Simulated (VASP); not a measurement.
A run of VASP 6.6.1 is set up as follows.

File INCAR:

```
ALGO     = Normal         # electronic algorithm
EDIFF    = 1E-6           # SCF threshold, eV
EDIFFG   = -0.008         # ionic threshold
ENCUT    = 600            # plane-wave cutoff, eV
GGA      = PS             # functional
IBRION   = 2              # ionic algorithm
ISIF     = 3              # what is computed and relaxed
ISMEAR   = 0              # smearing method
LASPH    = T              # aspherical terms in the spheres
LCHARG   = F              # write CHGCAR
LREAL    = F              # projectors in reciprocal space
LWAVE    = F              # write WAVECAR
NELM     = 60             # most SCF steps
NSW      = 70             # ionic steps
PREC     = Accurate       # precision mode
PSTRESS  = 250.0        
SIGMA    = 0.1            # smearing width, eV
```

File KPOINTS:

```
k-points
0
Gamma
  12 12 12
```

POSCAR

```
BiTe
1.0
    0.0000000000      2.9568663201      2.9568663201
    2.9568663201      0.0000000000      2.9568663201
    2.9568663201      2.9568663201      0.0000000000
Bi Te
1 1
Direct
    0.0000000000      0.0000000000      0.0000000000
    0.5000000000      0.5000000000      0.5000000000
```

Potentials or basis: VASP PAW PBE potentials, release 64 (Bi_d, Te).

Command:

```sh
$ cat potpaw_PBE.64/Bi_d/POTCAR potpaw_PBE.64/Te/POTCAR > POTCAR
$ mpirun -np 1 vasp_std > vasp.out
```

Question: What does it give for the relaxed volume?

Answer: 25.30 Å³/atom.

Question: Estimate the relaxed cell.

Answer: a = 4.152 Å, b = 4.152 Å, c = 4.152 Å, α = 60.00°, β = 60.00°, γ = 60.00°.

Question: What does it give for the space group after relaxing (to 0.1 Å)?

Answer: Fm-3m (No. 225).

Final structure:
```
Bi Te
1.0
     0.00000    2.93585    2.93585
     2.93585    0.00000    2.93585
     2.93585    2.93585    0.00000
Bi Te
1 1
Direct
  0.00000 0.00000 0.00000
  0.50000 0.50000 0.50000
```

Caveat: the cell is relaxed towards a set pressure, so the run minimises the enthalpy, not the energy; the PAW data sets were made with another functional, which shifts forces and pressure a little; an odd number of electrons without spin polarisation forces a metal; a magnetic or distorted state may lie lower.
